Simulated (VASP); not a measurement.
# Sn (P-1) in VASP: single point with SVWN5

Aim: the single point of Sn with SVWN5.

Program: VASP 6.6.1. These are calculated values, not measurements. Logs are shortened: lines on timing, memory, paths and dates and some standing lists are left out, and cuts for length are marked.

## 1. The cell of the first run

The typed cell holds 1 atom: a = 3.395 Å, b = 3.394 Å, c = 3.506 Å, α = 119.68°, β = 118.61°, γ = 92.40°.

## 2. Single point, SVWN5, collinear spin, zero start (the cell strained at random)

Input file POSCAR:

```
Sn
1.0
   -1.7580160000      1.7080530000      2.3491520000
    1.6778170000     -1.7849710000      2.3483410000
    1.7892210000      1.8153150000     -2.4075570000
Sn
1
Direct
   -0.0029290000     -0.0004770000     -0.0039580000
```

Input file INCAR.step1:

```
SYSTEM = Sn
PREC = Accurate
ENCUT = 520
EDIFF = 1E-6
ISMEAR = 0
SIGMA = 0.15
LREAL = .FALSE.
LASPH = .TRUE.
NELM = 150
ALGO = Fast
ISIF = 2
LWAVE = .FALSE.
LCHARG = .TRUE.
ISPIN = 2
MAGMOM = 0
GGA = VW
NBANDS = 17
```

Input file KPOINTS.step1:

```
regular mesh
0
G
  11 11 11
  0 0 0
```

Input file INCAR.step2:

```
SYSTEM = Sn
PREC = Accurate
ENCUT = 520
EDIFF = 1E-6
ISMEAR = -5
SIGMA = 0.15
LREAL = .FALSE.
LASPH = .TRUE.
NELM = 150
ALGO = Fast
ISIF = 2
LWAVE = .FALSE.
LCHARG = .FALSE.
ISPIN = 2
MAGMOM = 0
LORBIT = 11
GGA = VW
NEDOS = 1001
ICHARG = 11
```

Input file KPOINTS.step2:

```
regular mesh
0
G
  17 17 17
  0 0 0
```

Potentials or basis: VASP PAW PBE potentials, release 64 (Sn_d).

Command:

```
$ cat potpaw_PBE.64/Sn_d/POTCAR > POTCAR
$ cp INCAR.step1 INCAR
$ cp KPOINTS.step1 KPOINTS
$ mpirun -np 1 vasp_std > vasp.out
$ cp INCAR.step2 INCAR
$ cp KPOINTS.step2 KPOINTS
$ mpirun -np 1 vasp_std > vasp.out
```

OUTCAR:

```text
SYSTEM = Sn
   PREC = Accurate
   ENCUT = 520
   EDIFF = 1E-6
   ISMEAR = -5
   LREAL = .FALSE.
   LASPH = .TRUE.
   NELM = 150
   ISIF = 2
   ISPIN = 2
   LORBIT = 11
   GGA = VW
   ICHARG = 11

 ion  position               nearest neighbor table
   1  0.997  1.000  0.996-

  LATTYP: Found a triclinic cell.
 ALAT       =     3.3950817996
 B/A-ratio  =     2.4565958580
 C/A-ratio  =     1.0213822904
 COS(alpha) =     0.0041986836
 COS(beta)  =     0.5251306217
 COS(gamma) =     0.8015500955

  Lattice vectors:

 A1 = (  -1.7580160000,   1.7080530000,   2.3491520000)
 A2 = (  -0.0177890000,   6.9698180000,   4.5806830000)
 A3 = (  -3.4670380000,  -0.0303440000,   0.0592160000)

Analysis of symmetry for initial positions (statically):
=====================================================================
 Subroutine PRICEL returns:
 Original cell was already a primitive cell.

 Routine SETGRP: Setting up the symmetry group for a
 triclinic supercell.

 Subroutine GETGRP returns: Found  2 space group operations
 (whereof  1 operations were pure point group operations)
 out of a pool of  2 trial point group operations.

The static configuration has the point symmetry C_1 .
 The point group associated with its full space group is S_2 .

Analysis of symmetry for dynamics (positions and initial velocities):
=====================================================================
 Subroutine PRICEL returns:
 Original cell was already a primitive cell.

 Routine SETGRP: Setting up the symmetry group for a
 triclinic supercell.

 Subroutine GETGRP returns: Found  2 space group operations
 (whereof  1 operations were pure point group operations)
 out of a pool of  2 trial point group operations.

The dynamic configuration has the point symmetry C_1 .
 The point group associated with its full space group is S_2 .

Analysis of structural, dynamic, and magnetic symmetry:
=====================================================================
 Subroutine PRICEL returns:
 Original cell was already a primitive cell.

 Routine SETGRP: Setting up the symmetry group for a
 triclinic supercell.

 Subroutine GETGRP returns: Found  2 space group operations
 (whereof  1 operations were pure point group operations)
 out of a pool of  2 trial point group operations.

The overall configuration has the point symmetry C_1 .
 The point group associated with its full space group is S_2 .

 Subroutine INISYM returns: Found  2 space group operations
 (whereof  1 operations are pure point group operations),
 and found     1 'primitive' translations

----------------------------------------------------------------------------------------

                                     Primitive cell

  volume of cell :      28.6732

  direct lattice vectors                    reciprocal lattice vectors
    -1.758016000  1.708053000  2.349152000     0.001201148  0.287415851  0.217606239
     1.677817000 -1.784971000  2.348341000     0.292143072  0.001024357  0.217883959
     1.789221000  1.815315000 -2.407557000     0.286129563  0.281442583  0.009493427

  length of vectors
     3.395081800  3.393508039  3.506139051     0.360502135  0.364447587  0.401460060

  position of ions in fractional coordinates (direct lattice)
     0.997071000  0.999523000  0.996042000

  ion indices of the primitive-cell ions
   primitive index   ion index
                 1           1

----------------------------------------------------------------------------------------

 KPOINTS: regular mesh

Automatic generation of k-mesh.
 Grid dimensions read from file:
 generate k-points for:   17   17   17

 Generating k-lattice:

  Cartesian coordinates                     Fractional coordinates (reciprocal lattice)
     0.000070656  0.016906815  0.012800367     0.058823529  0.000000000  0.000000000
     0.017184887  0.000060256  0.012816703     0.000000000  0.058823529  0.000000000
     0.016831151  0.016555446  0.000558437     0.000000000 -0.000000000  0.058823529

  Length of vectors
     0.021206008  0.021438093  0.023615298

  Shift w.r.t. Gamma in fractional coordinates (k-lattice)
     0.000000000  0.000000000  0.000000000

 TETIRR: Found  14736 inequivalent tetrahedra from    29478

 Subroutine IBZKPT returns following result:
 ===========================================

 Found   2457 irreducible k-points:

 Following reciprocal coordinates:
            Coordinates               Weight
  0.000000  0.000000  0.000000      1.000000
  0.058824  0.000000 -0.000000      2.000000
  0.117647  0.000000  0.000000      2.000000
  0.176471 -0.000000  0.000000      2.000000
  0.235294  0.000000  0.000000      2.000000
  0.294118  0.000000  0.000000      2.000000
[... 16 lines left out ...]
 -0.235294  0.058824  0.000000      2.000000
 -0.176471  0.058824  0.000000      2.000000
 [... further k-points ...]
   k-points           NKPTS =   2457   k-points in BZ     NKDIM =   2457   number of bands    NBANDS=     11
   number of dos      NEDOS =   1001   number of ions     NIONS =      1
   total plane-waves  NPLWV =  21952
   dimension x,y,z NGX =    28 NGY =   28 NGZ =   28
   dimension x,y,z NGXF=    56 NGYF=   56 NGZF=   56
   ions per type =               1
   NGX,Y,Z   is equivalent  to a cutoff of  13.71, 13.72, 13.28 a.u.
   NGXF,Y,Z  is equivalent  to a cutoff of  27.42, 27.43, 26.55 a.u.
 SYSTEM =  Sn
   PREC   = accura    normal or accurate (medium, high low for compatibility)
   ISTART =      0    job   : 0-new  1-cont  2-samecut
   ICHARG =     11    charge: 1-file 2-atom 10-const
   ISPIN  =      2    spin polarized calculation?
   LNONCOLLINEAR =      F non collinear calculations
   LSORBIT =      F    spin-orbit coupling
   LASPH  =      T    aspherical Exc in radial PAW
   ENCUT  =  520.0 eV  38.22 Ry    6.18 a.u.   6.31  6.31  6.52*2*pi/ulx,y,z
   NELM   =    150;   NELMIN=  2; NELMDL=  0     # of ELM steps
   EDIFF  = 0.1E-05   stopping-criterion for ELM
   LREAL  =      F    real-space projection
   EDIFFG = 0.1E-04   stopping-criterion for IOM
   NSW    =      0    number of steps for IOM
   IBRION =     -1    ionic relax: 0-MD 1-quasi-New 2-CG
   NFREE  =      0    steps in history (QN), initial steepest desc. (CG)
   ISIF   =      2    stress and relaxation
   ISYM   =      2    0-nonsym 1-usesym 2-fastsym
   POTIM  = 0.5000    time-step for ionic-motion
   TEBEG  =    0.0;   TEEND  =   0.0 temperature during run
   PSTRESS=    0.0 pullay stress
   NELECT =      14.0000    total number of electrons
   NUPDOWN=      -1.0000    fix difference up-down
   EMIN   =  10.00;   EMAX   =-10.00  energy-range for DOS
   EFERMI =   0.00;   METHOD = LEGACY
   ISMEAR =    -5;   SIGMA  =   0.15  broadening in eV -4-tet -1-fermi 0-gaus
   EFERMI_NEDOS =   21; number of points for ismear=-14 and -15
   IALGO  =     68    algorithm
   IMIX   =      4    mixing-type and parameters
     AMIX     =   0.40;   BMIX     =  1.00
     AMIX_MAG =   1.60;   BMIX_MAG =  1.00
  volume/ion in A,a.u.               =      28.67       193.50
  Fermi-wavevector in a.u.,A,eV,Ry     =   1.289116  2.436076 22.610431  1.661820
  Thomas-Fermi vector in A             =   2.421028
   LORBIT       =     11    0 simple, 1 ext, 2 COOP (PROOUT), +10 PAW based schemes
   GGA     = VW    functional components
   LHFCALC =     F    Hartree Fock is set to
   AEXX    =    0.0000 exact exchange contribution
   IVDW    =     0    specifies the selected vdW correction
   LEPSILON=     F    determine dielectric tensor
   LRPA    =     F    only Hartree local field effects (RPA)
 spin polarized calculation
 RMM-DIIS sequential band-by-band and
 Fermi weights with tetrahedron method with Bloechl corrections
  energy-cutoff  :      520.00
  volume of cell :       28.67
 maximum number of plane-waves:       790
 NGX is ok and might be reduce to    28

 number of electron      14.0000001 magnetization       0.0051792

 Free energy of the ion-electron system (eV)
  ---------------------------------------------------
  ext. energy  EPLUGINS =         0.00000000
  ---------------------------------------------------
  free energy    TOTEN  =        47.19084809 eV

  energy without entropy =       47.19084809  energy(sigma->0) =       47.19084809

 E-fermi :   7.1950     XC(G=0): -10.3437

 val. band max:        7.3365022773   @ k =  -0.4118  -0.0588   0.2353
 cond. band min:       7.0310587335   @ k =   0.4706  -0.0000   0.2353
 fundamental gap:     -0.3054435438
 Fermi energy:         7.1950113925

 spin component 1

 k-point     1 :       0.0000    0.0000    0.0000
  band No.  band energies     occupation
      1     -14.2518      1.00000
      2     -14.2406      1.00000
      3     -14.2104      1.00000
      4     -14.1804      1.00000
      5     -14.1478      1.00000
      6      -3.6400      1.00000
      7      13.7564      0.00000
      8      14.2450      0.00000
      9      14.8096      0.00000
     10      18.0083      0.00000
     11      18.1541      0.00000
[... 309 lines left out ...]
 k-point    24 :      -0.1765    0.0588    0.0000
  band No.  band energies     occupation
      1     -14.2405      1.00000
      2     -14.2257      1.00000
      3     -14.1995      1.00000
      4     -14.1790      1.00000
      5     -14.1479      1.00000
      6      -3.0987      1.00000
      7      11.1590      0.00000
      8      12.6413      0.00000
      9      13.5677      0.00000
     10      17.0406      0.00000
     11      18.9327      0.00000

 [... further k-points ...]

 Fermi energy:         7.1950113925

 spin component 2

 k-point     1 :       0.0000    0.0000    0.0000
  band No.  band energies     occupation
      1     -14.1595      1.00000
      2     -14.1481      1.00000
      3     -14.1176      1.00000
      4     -14.0872      1.00000
      5     -14.0543      1.00000
      6      -3.6198      1.00000
      7      13.7894      0.00000
      8      14.2788      0.00000
      9      14.8454      0.00000
     10      18.0118      0.00000
     11      18.1740      0.00000
[... 309 lines left out ...]
 k-point    24 :      -0.1765    0.0588    0.0000
  band No.  band energies     occupation
      1     -14.1481      1.00000
      2     -14.1331      1.00000
      3     -14.1066      1.00000
      4     -14.0858      1.00000
      5     -14.0544      1.00000
      6      -3.0781      1.00000
      7      11.1866      0.00000
      8      12.6709      0.00000
      9      13.5983      0.00000
     10      17.0574      0.00000
     11      18.9450      0.00000

 [... further k-points ...]

------------------------ aborting loop because EDIFF is reached ----------------------------------------

  FORCE on cell =-STRESS in cart. coord.  units (eV):
  Direction    XX          YY          ZZ          XY          YZ          ZX
  --------------------------------------------------------------------------------------
  -------------------------------------------------------------------------------------
  Total       -0.7866627     -0.8357353     -0.7527211      0.0137031      0.0818596      0.0865719
  in kB      -43.9564377    -46.6984772    -42.0598823      0.7656875      4.5740797      4.8373886
  external PRESSURE =     -44.2382658 kB  Pullay stress =       0.0000000 kB

 VOLUME and BASIS-vectors are now :
 -----------------------------------------------------------------------------
  energy-cutoff  :      520.00
  volume of cell :       28.67
      direct lattice vectors                 reciprocal lattice vectors
    -1.758016000  1.708053000  2.349152000     0.001201148  0.287415851  0.217606239
     1.677817000 -1.784971000  2.348341000     0.292143072  0.001024357  0.217883959
     1.789221000  1.815315000 -2.407557000     0.286129563  0.281442583  0.009493427

 POSITION                                       TOTAL-FORCE (eV/Angst)
 -----------------------------------------------------------------------------------
      1.70629      1.72706      2.29146        -0.000000      0.000000      0.000000
 -----------------------------------------------------------------------------------
    total drift:                                0.000021     -0.000006     -0.000013

  FREE ENERGIE OF THE ION-ELECTRON SYSTEM (eV)
  ---------------------------------------------------
  free  energy   TOTEN  =        47.1908480935 eV

  energy  without entropy=       47.1908480935  energy(sigma->0) =       47.19084809

 total charge

# of ion       s       p       d       tot
------------------------------------------
    1        1.301   0.853   9.969  12.123

 magnetization (x)

# of ion       s       p       d       tot
------------------------------------------
    1        0.001   0.003  -0.001   0.004
```

Wall time 15 min (1 thread of Intel Xeon 6975P-C (Granite Rapids), shared host); peak memory 1.2 GiB.

Results:

```yaml
Net_moment: 0.01 μB per cell
Valence_electrons_inside_the_program's_atomic_spheres: Sn 12.12
```

Caveat: the cell differs from its parent crystal (the cell strained at random); the PAW data sets were made with another functional, which shifts forces and pressure a little; spin-orbit coupling is left out, which moves the levels of the heavy elements.
